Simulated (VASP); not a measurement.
# La (P-3m1) in VASP: single point with PBEsol

Aim: the single point of La with PBEsol.

All numbers are computed with VASP 6.6.1; they aren't measurements. Logs are shortened: lines on timing, memory, paths and dates and some standing lists are left out, and cuts for length are marked.

## 1. The cell of the first run

Symmetry: P-3m1, No. 164, trigonal system. Conventional cell: a = 4.341 Å, b = 4.341 Å, c = 11.072 Å, α = 90.00°, β = 90.00°, γ = 120.00°. Within 5.4 Å of La (site symmetry 3m) lie 9 La at 4.08 to 4.34 Å.

## 2. Single point, PBEsol

The input, INCAR:

```
SYSTEM = La
PREC = Accurate
ENCUT = 520
EDIFF = 1E-6
ISMEAR = 1
SIGMA = 0.1
LREAL = .FALSE.
LASPH = .TRUE.
NELM = 100
ALGO = Normal
ISIF = 2
LWAVE = .FALSE.
LCHARG = .FALSE.
GGA = PS
NBANDS = 18
```

The input, KPOINTS:

```
Automatic mesh
0
G
  6 6 2
  0 0 0
```

The input, POSCAR:

```
La
1.0
    4.3405850000      0.0000000000      0.0000000000
   -2.1702920000      3.7590570000      0.0000000000
    0.0000000000      0.0000000000     11.0718330000
La
2
Direct
    0.3333333333      0.6666666667      0.8545890000
    0.6666666667      0.3333333333      0.1454110000
```

Potentials or basis: VASP PAW PBE potentials, release 64 (La).

The run is started by

```sh
> cat potpaw_PBE.64/La/POTCAR > POTCAR
> mpirun -np 1 vasp_std > vasp.out
```

OUTCAR:

```text
SYSTEM = La
   PREC = Accurate
   ENCUT = 520
   EDIFF = 1E-6
   ISMEAR = 1
   LREAL = .FALSE.
   LASPH = .TRUE.
   NELM = 100
   ISIF = 2
   GGA = PS

 ion  position               nearest neighbor table
   1  0.333  0.667  0.855-
   2  0.667  0.333  0.145-

  LATTYP: Found a hexagonal cell.
 ALAT       =     4.3405850000
 C/A-ratio  =     2.5507697695

  Lattice vectors:

 A1 = (   4.3405850000,   0.0000000000,   0.0000000000)
 A2 = (  -2.1702920000,   3.7590570000,   0.0000000000)
 A3 = (   0.0000000000,   0.0000000000,  11.0718330000)

Analysis of symmetry for initial positions (statically):
=====================================================================
 Subroutine PRICEL returns:
 Original cell was already a primitive cell.

 Routine SETGRP: Setting up the symmetry group for a
 hexagonal supercell.

 Subroutine GETGRP returns: Found 12 space group operations
 (whereof 12 operations were pure point group operations)
 out of a pool of 24 trial point group operations.

The static configuration has the point symmetry D_3d.

Analysis of symmetry for dynamics (positions and initial velocities):
=====================================================================
 Subroutine PRICEL returns:
 Original cell was already a primitive cell.

 Routine SETGRP: Setting up the symmetry group for a
 hexagonal supercell.

 Subroutine GETGRP returns: Found 12 space group operations
 (whereof 12 operations were pure point group operations)
 out of a pool of 24 trial point group operations.

The dynamic configuration has the point symmetry D_3d.

 Subroutine INISYM returns: Found 12 space group operations
 (whereof 12 operations are pure point group operations),
 and found     1 'primitive' translations

----------------------------------------------------------------------------------------

                                     Primitive cell

  volume of cell :     180.6536

  direct lattice vectors                    reciprocal lattice vectors
     4.340585000  0.000000000  0.000000000     0.230383693  0.133012052  0.000000000
    -2.170292000  3.759057000  0.000000000     0.000000000  0.266024165  0.000000000
     0.000000000  0.000000000 11.071833000     0.000000000  0.000000000  0.090319281

  length of vectors
     4.340585000  4.340584856 11.071833000     0.266024156  0.266024165  0.090319281

  position of ions in fractional coordinates (direct lattice)
     0.333333333  0.666666667  0.854589000
     0.666666667  0.333333333  0.145411000

  ion indices of the primitive-cell ions
   primitive index   ion index
                 1           1
                 2           2

----------------------------------------------------------------------------------------

 KPOINTS: Automatic mesh

Automatic generation of k-mesh.
 Grid dimensions read from file:
 generate k-points for:    6    6    2

 Generating k-lattice:

  Cartesian coordinates                     Fractional coordinates (reciprocal lattice)
     0.038397282  0.022168675  0.000000000     0.166666667 -0.000000000  0.000000000
     0.000000000  0.044337361  0.000000000     0.000000000  0.166666667  0.000000000
     0.000000000  0.000000000  0.045159641     0.000000000  0.000000000  0.500000000

  Length of vectors
     0.044337359  0.044337361  0.045159641

  Shift w.r.t. Gamma in fractional coordinates (k-lattice)
     0.000000000  0.000000000  0.000000000

 Subroutine IBZKPT returns following result:
 ===========================================

 Found     14 irreducible k-points:

 Following reciprocal coordinates:
            Coordinates               Weight
  0.000000  0.000000  0.000000      1.000000
  0.166667  0.000000  0.000000      6.000000
  0.333333  0.000000  0.000000      6.000000
  0.500000  0.000000  0.000000      3.000000
  0.166667  0.166667  0.000000      6.000000
  0.333333  0.166667  0.000000     12.000000
  0.333333  0.333333  0.000000      2.000000
  0.000000  0.000000  0.500000      1.000000
  0.166667  0.000000  0.500000      6.000000
  0.333333  0.000000  0.500000      6.000000
  0.500000  0.000000  0.500000      3.000000
  0.166667  0.166667  0.500000      6.000000
  0.333333  0.166667  0.500000     12.000000
  0.333333  0.333333  0.500000      2.000000
   k-points           NKPTS =     14   k-points in BZ     NKDIM =     14   number of bands    NBANDS=     18
   number of dos      NEDOS =    301   number of ions     NIONS =      2
   total plane-waves  NPLWV =  86016
   dimension x,y,z NGX =    32 NGY =   32 NGZ =   84
   dimension x,y,z NGXF=    64 NGYF=   64 NGZF=  168
   ions per type =               2
   NGX,Y,Z   is equivalent  to a cutoff of  12.26, 12.26, 12.61 a.u.
   NGXF,Y,Z  is equivalent  to a cutoff of  24.51, 24.51, 25.23 a.u.
 SYSTEM =  La
   PREC   = accura    normal or accurate (medium, high low for compatibility)
   ISTART =      0    job   : 0-new  1-cont  2-samecut
   ICHARG =      2    charge: 1-file 2-atom 10-const
   ISPIN  =      1    spin polarized calculation?
   LNONCOLLINEAR =      F non collinear calculations
   LSORBIT =      F    spin-orbit coupling
   LASPH  =      T    aspherical Exc in radial PAW
   ENCUT  =  520.0 eV  38.22 Ry    6.18 a.u.   8.07  8.07 20.59*2*pi/ulx,y,z
   NELM   =    100;   NELMIN=  2; NELMDL= -5     # of ELM steps
   EDIFF  = 0.1E-05   stopping-criterion for ELM
   LREAL  =      F    real-space projection
   EDIFFG = 0.1E-04   stopping-criterion for IOM
   NSW    =      0    number of steps for IOM
   IBRION =     -1    ionic relax: 0-MD 1-quasi-New 2-CG
   NFREE  =      0    steps in history (QN), initial steepest desc. (CG)
   ISIF   =      2    stress and relaxation
   ISYM   =      2    0-nonsym 1-usesym 2-fastsym
   POTIM  = 0.5000    time-step for ionic-motion
   TEBEG  =    0.0;   TEEND  =   0.0 temperature during run
   PSTRESS=    0.0 pullay stress
   NELECT =      22.0000    total number of electrons
   NUPDOWN=      -1.0000    fix difference up-down
   EMIN   =  10.00;   EMAX   =-10.00  energy-range for DOS
   EFERMI =   0.00;   METHOD = LEGACY
   ISMEAR =     1;   SIGMA  =   0.10  broadening in eV -4-tet -1-fermi 0-gaus
   EFERMI_NEDOS =   21; number of points for ismear=-14 and -15
   IALGO  =     38    algorithm
   IMIX   =      4    mixing-type and parameters
     AMIX     =   0.40;   BMIX     =  1.00
     AMIX_MAG =   1.60;   BMIX_MAG =  1.00
  volume/ion in A,a.u.               =      90.33       609.56
  Fermi-wavevector in a.u.,A,eV,Ry     =   0.811459  1.533436  8.958980  0.658466
  Thomas-Fermi vector in A             =   1.920823
   LORBIT       =      0    0 simple, 1 ext, 2 COOP (PROOUT), +10 PAW based schemes
   GGA     = PS    functional components
   LHFCALC =     F    Hartree Fock is set to
   AEXX    =    0.0000 exact exchange contribution
   IVDW    =     0    specifies the selected vdW correction
   LEPSILON=     F    determine dielectric tensor
   LRPA    =     F    only Hartree local field effects (RPA)
 non-spin polarized calculation
 Methfessel and Paxton  Order N= 1 SIGMA  =   0.10
  energy-cutoff  :      520.00
  volume of cell :      180.65
 maximum number of plane-waves:      4894
   NGX = 17   NGY = 17   NGZ = 41

 number of electron      22.0000000 magnetization

 Free energy of the ion-electron system (eV)
  ---------------------------------------------------
  ext. energy  EPLUGINS =         0.00000000
  ---------------------------------------------------
  free energy    TOTEN  =        -8.22026327 eV

  energy without entropy =       -8.22130469  energy(sigma->0) =       -8.22061041

 E-fermi :   1.8036     XC(G=0):  -6.0567

 val. band max:        1.7815241553   @ k =   0.1667   0.1667   0.5000
 cond. band min:       1.9560684763   @ k =   0.3333   0.0000   0.0000
 fundamental gap:      0.1745443209
 Fermi energy:         1.8035665905

 k-point     1 :       0.0000    0.0000    0.0000
  band No.  band energies     occupation
      1     -31.9876      2.00000
      2     -31.9576      2.00000
      3     -15.7313      2.00000
      4     -15.4664      2.00000
      5     -15.3936      2.00000
      6     -15.3936      2.00000
[... 10 lines left out ...]
     17       2.6394     -0.00000
     18       2.6500     -0.00000

 k-point     2 :       0.1667    0.0000    0.0000
  band No.  band energies     occupation
      1     -31.9812      2.00000
      2     -31.9547      2.00000
      3     -15.7129      2.00000
      4     -15.5080      2.00000
      5     -15.4243      2.00000
      6     -15.4134      2.00000
[... 10 lines left out ...]
     17       2.6462     -0.00000
     18       2.6556     -0.00000

 k-point     3 :       0.3333    0.0000    0.0000
  band No.  band energies     occupation
      1     -31.9671      2.00000
      2     -31.9498      2.00000
      3     -15.6847      2.00000
      4     -15.6217      2.00000
      5     -15.5078      2.00000
      6     -15.4559      2.00000
[... 10 lines left out ...]
     17       2.6449     -0.00000
     18       2.6551     -0.00000

 k-point     4 :       0.5000    0.0000    0.0000
  band No.  band energies     occupation
      1     -31.9587      2.00000
      2     -31.9488      2.00000
      3     -15.6869      2.00000
      4     -15.6842      2.00000
      5     -15.5233      2.00000
      6     -15.4823      2.00000
[... 165 lines left out ...]
      4     -15.5767      2.00000
      5     -15.5038      2.00000
      6     -15.4426      2.00000
[... 10 lines left out ...]
     17       2.6294     -0.00000
     18       2.6649     -0.00000

 k-point    13 :       0.3333    0.1667    0.5000
  band No.  band energies     occupation
      1     -31.9587      2.00000
      2     -31.9488      2.00000
      3     -15.6737      2.00000
      4     -15.6490      2.00000
      5     -15.5420      2.00000
      6     -15.4953      2.00000
[... 10 lines left out ...]
     17       2.6366     -0.00000
     18       2.6899     -0.00000

 k-point    14 :       0.3333    0.3333    0.5000
  band No.  band energies     occupation
      1     -31.9514      2.00000
      2     -31.9514      2.00000
      3     -15.6396      2.00000
      4     -15.6396      2.00000
      5     -15.5958      2.00000
      6     -15.5008      2.00000
[... 10 lines left out ...]
     17       2.6065     -0.00000
     18       2.6271     -0.00000

------------------------ aborting loop because EDIFF is reached ----------------------------------------

  FORCE on cell =-STRESS in cart. coord.  units (eV):
  Direction    XX          YY          ZZ          XY          YZ          ZX
  --------------------------------------------------------------------------------------
  -------------------------------------------------------------------------------------
  Total       -5.3295479     -5.3295483     -3.6924314     -0.0000007      0.0000000     -0.0000000
  in kB      -47.2665879    -47.2665910    -32.7473613     -0.0000063      0.0000000     -0.0000000
  external PRESSURE =     -42.4268467 kB  Pullay stress =       0.0000000 kB

 VOLUME and BASIS-vectors are now :
 -----------------------------------------------------------------------------
  energy-cutoff  :      520.00
  volume of cell :      180.65
      direct lattice vectors                 reciprocal lattice vectors
     4.340585000  0.000000000  0.000000000     0.230383693  0.133012052  0.000000000
    -2.170292000  3.759057000  0.000000000     0.000000000  0.266024165  0.000000000
     0.000000000  0.000000000 11.071833000     0.000000000  0.000000000  0.090319281

 POSITION                                       TOTAL-FORCE (eV/Angst)
 -----------------------------------------------------------------------------------
      0.00000      2.50604      9.46187        -0.000000      0.000000      1.027109
      2.17029      1.25302      1.60997         0.000000     -0.000000     -1.027109
 -----------------------------------------------------------------------------------
    total drift:                               -0.000000      0.000000     -0.000000

  FREE ENERGIE OF THE ION-ELECTRON SYSTEM (eV)
  ---------------------------------------------------
  free  energy   TOTEN  =        -8.2202632746 eV

  energy  without entropy=       -8.2213046895  energy(sigma->0) =       -8.22061041
```

Run time: 33 s. Hardware: 1 thread of Intel Xeon Platinum 8559C (Emerald Rapids), shared host; peak memory 0.28 GiB.

What came out:

```
Free energy            : -8.2203 eV
Pressure               : -4.2 GPa
Largest force          : 1.027 eV/Å
Band gap on the k mesh : zero (band 11 reaches 2.05 eV, above the bottom of band 12 at 1.76 eV)
```

Forces on the atoms (eV/Å):
```
La   0.000  0.000  1.027
La   0.000  0.000 -1.027
```

Levels at points of the mesh, in eV from the Fermi level:
```
           k point  band 7  band 8  band 9  band 10  band 11  band 12  band 13  band 14  band 15  band 16
(0.00, 0.00, 0.00)  -17.15  -17.15   -2.59    -1.64     0.25     0.43     0.62     0.73     0.82     0.83
(0.50, 0.00, 0.00)  -17.27  -17.20   -0.92    -0.89    -0.36     0.40     0.69     0.76     0.80     0.82
(0.00, 0.00, 0.50)  -17.15  -17.15   -2.55    -1.70    -0.07     0.61     0.71     0.75     0.83     0.83
(0.50, 0.00, 0.50)  -17.27  -17.20   -0.92    -0.90    -0.35     0.36     0.70     0.76     0.81     0.82
```

Caveat: the PAW data sets were made with another functional, which shifts forces and pressure a little; spin-orbit coupling is left out, which moves the levels of the heavy elements.
